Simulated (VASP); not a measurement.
A run of VASP 6.6.1 is set up as follows.

Contents of INCAR:

```
SYSTEM = Si2As
PREC = Accurate ; ENCUT = 600
EDIFF = 1E-6 ; ISMEAR = 0
SIGMA = 0.1 ; LREAL = .FALSE.
LASPH = .TRUE. ; NELM = 100
ALGO = Normal ; ISIF = 3
LWAVE = .FALSE. ; LCHARG = .FALSE.
GGA = PE ; IBRION = 2
NSW = 90 ; EDIFFG = -0.04
```

The input KPOINTS:

```
regular mesh
0
G
  4 4 6
  0 0 0
```

The input POSCAR:

```
Si2As
1.0
    4.6309391301      0.0000000000      0.0000000000
    0.0000000000      5.6520254703      0.0000000000
    0.0000000000      0.0000000000      3.5283742677
Si As
4 2
Direct
    0.2004000000      0.3787000000      0.0000000000
    0.7996000000      0.6213000000      0.0000000000
    0.7004000000      0.1213000000      0.5000000000
    0.2996000000      0.8787000000      0.5000000000
    0.0000000000      0.0000000000      0.0000000000
    0.5000000000      0.5000000000      0.5000000000
```

Potentials or basis: VASP PAW PBE potentials, release 64 (Si, As).

The run is started by

```sh
$ cat potpaw_PBE.64/Si/POTCAR potpaw_PBE.64/As/POTCAR > POTCAR
$ mpirun -np 1 vasp_std > vasp.out
```

(1) Estimate the band gap on the k mesh.

(2) What does it give for the relaxed volume?

(3) Predict the space group after relaxing (to 0.1 Å).

(4) Predict the relaxed cell.

Answers

(1) zero (bands 13 and 14 overlap by 3.52 eV).

(2) 19.54 Å³/atom.

(3) Pnnm (No. 58).

(4) a = 5.212 Å, b = 6.347 Å, c = 3.544 Å, α = 90.00°, β = 90.00°, γ = 90.00°.

Caveat: the volume moved by over 15 % at a fixed basis, so the end points are rough.
